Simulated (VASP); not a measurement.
# Sr (P6_3/mmc) in VASP: a series of runs

The runs below take Sr through relaxation of cell and atoms, single point, with PBE.

Everything below comes from runs of VASP 6.6.1. Logs are shortened: lines on timing, memory, paths and dates and some standing lists are left out, and cuts for length are marked.

## 1. The cell of the first run

The structure is hexagonal, space group P6_3/mmc (No. 194). The conventional cell has a = 3.723 Å, b = 3.723 Å, c = 6.187 Å, α = 90.00°, β = 90.00°, γ = 120.00°. Sr (site symmetry -6m2) has 12 Sr at 3.72 to 3.77 Å within 4.9 Å.

This isn't the form of Sr at room conditions, which is fcc.

## 2. Relaxation of cell and atoms, PBE, target pressure 8.2 GPa, at which the enthalpy is minimised

Input file INCAR:

```
SYSTEM = Sr
PREC = Accurate ; ENCUT = 600
EDIFF = 1E-7 ; ISMEAR = -1
SIGMA = 0.05 ; LREAL = .False.
LASPH = .True. ; NELM = 60
ALGO = Normal ; ISIF = 3
LWAVE = .False. ; LCHARG = .False.
GGA = PE ; IBRION = 2
NSW = 32 ; EDIFFG = -0.005
PSTRESS = 82.0
```

Input file KPOINTS:

```
regular mesh
0
Gamma
  12 12 7
  0 0 0
```

Input file POSCAR:

```
Sr
1.0
    3.7230398395      0.0000000000      0.0000000000
   -1.8615199198      3.2242470803      0.0000000000
    0.0000000000      0.0000000000      6.1870475603
Sr
2
Direct
    0.3333333333      0.6666666667      0.2500000000
    0.6666666667      0.3333333333      0.7500000000
```

Potentials or basis: VASP PAW PBE potentials, release 64 (Sr_sv).

Run with:

```bash
> cat potpaw_PBE.64/Sr_sv/POTCAR > POTCAR
> mpirun -np 1 vasp_std > vasp.out
```

OUTCAR:

```text
SYSTEM = Sr
   PREC = Accurate
   ENCUT = 600
   EDIFF = 1E-7
   ISMEAR = -1
   LREAL = .False.
   LASPH = .True.
   NELM = 60
   ISIF = 3
   GGA = PE
   IBRION = 2
   NSW = 32
   EDIFFG = -0.005
   PSTRESS = 82.0

 ion  position               nearest neighbor table
   1  0.333  0.667  0.250-   2 3.77   2 3.77   2 3.77   2 3.77   2 3.77   2 3.77
   2  0.667  0.333  0.750-   1 3.77   1 3.77   1 3.77   1 3.77   1 3.77   1 3.77

  LATTYP: Found a hexagonal cell.
 ALAT       =     3.7230398395
 C/A-ratio  =     1.6618268477

  Lattice vectors:

 A1 = (   3.7230398395,   0.0000000000,   0.0000000000)
 A2 = (  -1.8615199198,   3.2242470803,   0.0000000000)
 A3 = (   0.0000000000,   0.0000000000,   6.1870475603)

Analysis of symmetry for initial positions (statically):
=====================================================================
 Subroutine PRICEL returns:
 Original cell was already a primitive cell.

 Routine SETGRP: Setting up the symmetry group for a
 hexagonal supercell.

 Subroutine GETGRP returns: Found 24 space group operations
 (whereof 12 operations were pure point group operations)
 out of a pool of 24 trial point group operations.

The static configuration has the point symmetry D_3d.
 The point group associated with its full space group is D_6h.

Analysis of symmetry for dynamics (positions and initial velocities):
=====================================================================
 Subroutine PRICEL returns:
 Original cell was already a primitive cell.

 Routine SETGRP: Setting up the symmetry group for a
 hexagonal supercell.

 Subroutine GETGRP returns: Found 24 space group operations
 (whereof 12 operations were pure point group operations)
 out of a pool of 24 trial point group operations.

The dynamic configuration has the point symmetry D_3d.
 The point group associated with its full space group is D_6h.

 Subroutine INISYM returns: Found 24 space group operations
 (whereof 12 operations are pure point group operations),
 and found     1 'primitive' translations

----------------------------------------------------------------------------------------

                                     Primitive cell

  volume of cell :      74.2693

  direct lattice vectors                    reciprocal lattice vectors
     3.723039840  0.000000000  0.000000000     0.268597717  0.155074964  0.000000000
    -1.861519920  3.224247080  0.000000000     0.000000000  0.310149928  0.000000000
     0.000000000  0.000000000  6.187047560     0.000000000  0.000000000  0.161627980

  length of vectors
     3.723039840  3.723039840  6.187047560     0.310149928  0.310149928  0.161627980

  position of ions in fractional coordinates (direct lattice)
     0.333333333  0.666666667  0.250000000
     0.666666667  0.333333333  0.750000000

  ion indices of the primitive-cell ions
   primitive index   ion index
                 1           1
                 2           2

----------------------------------------------------------------------------------------

 KPOINTS: regular mesh

Automatic generation of k-mesh.
 Grid dimensions read from file:
 generate k-points for:   12   12    7

 Generating k-lattice:

  Cartesian coordinates                     Fractional coordinates (reciprocal lattice)
     0.022383143  0.012922914  0.000000000     0.083333333  0.000000000  0.000000000
     0.000000000  0.025845827  0.000000000     0.000000000  0.083333333  0.000000000
     0.000000000  0.000000000  0.023089711     0.000000000  0.000000000  0.142857143

  Length of vectors
     0.025845827  0.025845827  0.023089711

[... 67 lines left out ...]
   EFERMI =   0.00;   METHOD = LEGACY
   ISMEAR =    -1;   SIGMA  =   0.05  broadening in eV -4-tet -1-fermi 0-gaus
   EFERMI_NEDOS =   21; number of points for ismear=-14 and -15
   IALGO  =     38    algorithm
   IMIX   =      4    mixing-type and parameters
     AMIX     =   0.40;   BMIX     =  1.00
     AMIX_MAG =   1.60;   BMIX_MAG =  1.00
  volume/ion in A,a.u.               =      37.13       250.60
  Fermi-wavevector in a.u.,A,eV,Ry     =   1.057179  1.997778 15.206232  1.117626
  Thomas-Fermi vector in A             =   2.192442
   LORBIT       =      0    0 simple, 1 ext, 2 COOP (PROOUT), +10 PAW based schemes
   GGA     = PE    functional components
   LHFCALC =     F    Hartree Fock is set to
   AEXX    =    0.0000 exact exchange contribution
   IVDW    =     0    specifies the selected vdW correction
   LEPSILON=     F    determine dielectric tensor
   LRPA    =     F    only Hartree local field effects (RPA)
 conjugate gradient relaxation of ions
 non-spin polarized calculation
  energy-cutoff  :      600.00
  volume of cell :       74.27
 maximum number of plane-waves:      2539
 NGX is ok and might be reduce to    30
   NGX = 15   NGY = 15   NGZ = 25

--------------------------------------- Ionic step        1  -------------------------------------------

 number of electron      20.0000001 magnetization

 Free energy of the ion-electron system (eV)
  ---------------------------------------------------
  ext. energy  EPLUGINS =         0.00000000
  ---------------------------------------------------
  free energy    TOTEN  =        -2.56006088 eV

  energy without entropy =       -2.54251394  energy(sigma->0) =       -2.55128741

------------------------ aborting loop because EDIFF is reached ----------------------------------------

  FORCE on cell =-STRESS in cart. coord.  units (eV):
  Direction    XX          YY          ZZ          XY          YZ          ZX
  --------------------------------------------------------------------------------------
  -------------------------------------------------------------------------------------
  Total        3.8268094      3.8268094      3.8250020     -0.0000000     -0.0000000      0.0000000
  in kB       82.5539704     82.5539704     82.5149785     -0.0000000     -0.0000000      0.0000000
  external PRESSURE =       0.5409731 kB  Pullay stress =      82.0000000 kB

 VOLUME and BASIS-vectors are now :
 -----------------------------------------------------------------------------
  energy-cutoff  :      600.00
  volume of cell :       74.27
      direct lattice vectors                 reciprocal lattice vectors
     3.723039840  0.000000000  0.000000000     0.268597717  0.155074964  0.000000000
    -1.861519920  3.224247080  0.000000000     0.000000000  0.310149928  0.000000000
     0.000000000  0.000000000  6.187047560     0.000000000  0.000000000  0.161627980

 POSITION                                       TOTAL-FORCE (eV/Angst)
 -----------------------------------------------------------------------------------
     -0.00000      2.14950      1.54676        -0.000000      0.000000     -0.000000
      1.86152      1.07475      4.64029         0.000000     -0.000000      0.000000
 -----------------------------------------------------------------------------------
    total drift:                               -0.000000      0.000000     -0.000000

  FREE ENERGIE OF THE ION-ELECTRON SYSTEM (eV)
  ---------------------------------------------------
  free  energy   TOTEN  =        -2.5600608790 eV

  energy  without entropy=       -2.5425139389  energy(sigma->0) =       -2.55128741

  enthalpy is  TOTEN    =         1.2410691242 eV   P V=        3.8011300032

--------------------------------------- Ionic step        2  -------------------------------------------

 number of electron      20.0000001 magnetization

 Free energy of the ion-electron system (eV)
  ---------------------------------------------------
  ext. energy  EPLUGINS =         0.00000000
  ---------------------------------------------------
  free energy    TOTEN  =        -2.56698374 eV

  energy without entropy =       -2.54941032  energy(sigma->0) =       -2.55819703

 E-fermi :   3.0404     XC(G=0):  -8.6451

 val. band max:        3.0158059694   @ k =   0.3333   0.3333   0.0000
 cond. band min:       3.0456282343   @ k =   0.4167   0.0000   0.1429
 fundamental gap:      0.0298222649
 Fermi energy:         3.0403966268

 k-point     1 :       0.0000    0.0000    0.0000
  band No.  band energies     occupation
      1     -32.8220      2.00000
      2     -32.7467      2.00000
      3     -15.2205      2.00000
      4     -14.6106      2.00000
      5     -14.6106      2.00000
      6     -14.5283      2.00000
      7     -14.5283      2.00000
      8     -14.5253      2.00000
      9      -0.9970      2.00000
     10       1.7421      2.00000
     11       3.9743      0.00000
     12       5.7135      0.00000
     13       5.8411      0.00000
     14       5.8411      0.00000
[... 377 lines left out ...]
      1     -32.7608      2.00000
      2     -32.7218      2.00000
      3     -15.0944      2.00000
      4     -14.9927      2.00000
      5     -14.9322      2.00000
      6     -14.7292      2.00000
      7     -14.6145      2.00000
      8     -14.6079      2.00000
      9       1.0420      2.00000
     10       2.7224      1.99655
     11       3.2021      0.07578
     12       3.9698      0.00000
     13       5.0656      0.00000
     14       5.3690      0.00000

 [... further k-points ...]

------------------------ aborting loop because EDIFF is reached ----------------------------------------

  FORCE on cell =-STRESS in cart. coord.  units (eV):
  Direction    XX          YY          ZZ          XY          YZ          ZX
  --------------------------------------------------------------------------------------
  -------------------------------------------------------------------------------------
  Total        3.8062054      3.8062054      3.8062339     -0.0000000      0.0000000      0.0000000
  in kB       81.9606672     81.9606672     81.9612812     -0.0000000      0.0000000      0.0000000
  external PRESSURE =      -0.0391281 kB  Pullay stress =      82.0000000 kB

 VOLUME and BASIS-vectors are now :
 -----------------------------------------------------------------------------
  energy-cutoff  :      600.00
  volume of cell :       74.40
      direct lattice vectors                 reciprocal lattice vectors
     3.725345972 -0.000000000  0.000000000     0.268431444  0.154978967  0.000000000
    -1.862672986  3.226244250 -0.000000000     0.000000000  0.309957933  0.000000000
    -0.000000000 -0.000000000  6.190610206     0.000000000  0.000000000  0.161534965

 POSITION                                       TOTAL-FORCE (eV/Angst)
 -----------------------------------------------------------------------------------
     -0.00000      2.15083      1.54765         0.000000     -0.000000      0.000000
      1.86267      1.07541      4.64296        -0.000000      0.000000      0.000000
 -----------------------------------------------------------------------------------
    total drift:                               -0.000000      0.000000     -0.000000

  FREE ENERGIE OF THE ION-ELECTRON SYSTEM (eV)
  ---------------------------------------------------
  free  energy   TOTEN  =        -2.5669837369 eV

  energy  without entropy=       -2.5494103178  energy(sigma->0) =       -2.55819703

  enthalpy is  TOTEN    =         1.2410482231 eV   P V=        3.8080319600

 reached required accuracy - stopping structural energy minimisation
```

It took 2.2 min on 1 thread of Intel Xeon Platinum 8259CL at 2.50GHz (Skylake/Cascade Lake), shared host; peak memory 0.27 GiB.

Results:

| Quantity | Value |
| --- | --- |
| Free energy | -2.5670 eV |
| Relaxed volume | 37.20 Å³/atom |
| Relaxed cell | a = 3.725 Å, b = 3.725 Å, c = 6.191 Å, α = 90.00°, β = 90.00°, γ = 120.00° |
| Space group after relaxing (to 0.1 Å) | P6_3/mmc (No. 194) |
| Energy change on relaxing (the run minimises the enthalpy) | -3.5 meV/atom |
| Ionic steps | 2 |
| Pressure after relaxing | 8.2 GPa |
| Band gap on the k mesh | zero (bands 10 and 11 overlap by 0.52 eV) |

Step by step:
```csv
step,energy change (eV),largest force (eV/Å),pressure (GPa),volume (Å³)
1,0.0000,0.0000,8.25,74.27
2,-0.0069,0.0000,8.20,74.40
```

Final structure:
```yaml
crystal:
  lattice:
    - [3.72535, 0.00000, 0.00000]
    - [-1.86267, 3.22624, 0.00000]
    - [0.00000, 0.00000, 6.19061]
  atoms:
    - { symbol: Sr, position: [0.33333, 0.66667, 0.25000] }
    - { symbol: Sr, position: [0.66667, 0.33333, 0.75000] }
```

Levels at points of the mesh, in eV from the Fermi level:
```
           k point  band 7  band 8  band 9  band 10  band 11  band 12  band 13  band 14
(0.00, 0.00, 0.00)  -17.57  -17.57   -4.04    -1.30     0.93     2.67     2.80     2.80
(0.50, 0.00, 0.00)  -17.72  -17.67   -0.98    -0.53    -0.26     0.63     1.88     2.68
```

Caveat: the cell is relaxed towards a set pressure, so the run minimises the enthalpy, not the energy.

## 3. Single point, PBE

Input file INCAR:

```
  ALGO = Normal
  EDIFF = 1E-6
  ENCUT = 520
  GGA = PE
  ISIF = 2
  ISMEAR = -1
  LASPH = T
  LCHARG = T
  LELF = T
  LREAL = F
  LVHAR = T
  LWAVE = F
  NBANDS = 17
  NELM = 80
  PREC = Accurate
  SIGMA = 0.05
```

Input file KPOINTS:

```
k-points
0
Gamma
  12 12 7
```

POSCAR is that of step 2.

Potentials or basis: VASP PAW PBE potentials, release 64 (Sr_sv).

Run with:

```bash
> cat potpaw_PBE.64/Sr_sv/POTCAR > POTCAR
> mpirun -np 1 vasp_std > vasp.out
```

Run time: 38 s. Hardware: 1 thread of Intel Xeon 6975P-C (Granite Rapids), shared host; peak memory 0.23 GiB.

Results (log left out):

```yaml
Free_energy: -2.5602 eV
Pressure: 8.3 GPa
Band_gap_on_the_k_mesh: zero (bands 10 and 11 overlap by 0.52 eV)
```

Levels at points of the mesh, in eV from the Fermi level:
| k point | band 7 | band 8 | band 9 | band 10 | band 11 | band 12 | band 13 | band 14 |
| --- | --- | --- | --- | --- | --- | --- | --- | --- |
| (0.00, 0.00, 0.00) | -17.56 | -17.56 | -4.04 | -1.30 | 0.94 | 2.68 | 2.80 | 2.80 |
| (0.50, 0.00, 0.00) | -17.71 | -17.66 | -0.98 | -0.53 | -0.26 | 0.64 | 1.88 | 2.68 |

Caveat: the cell stands under pressure.
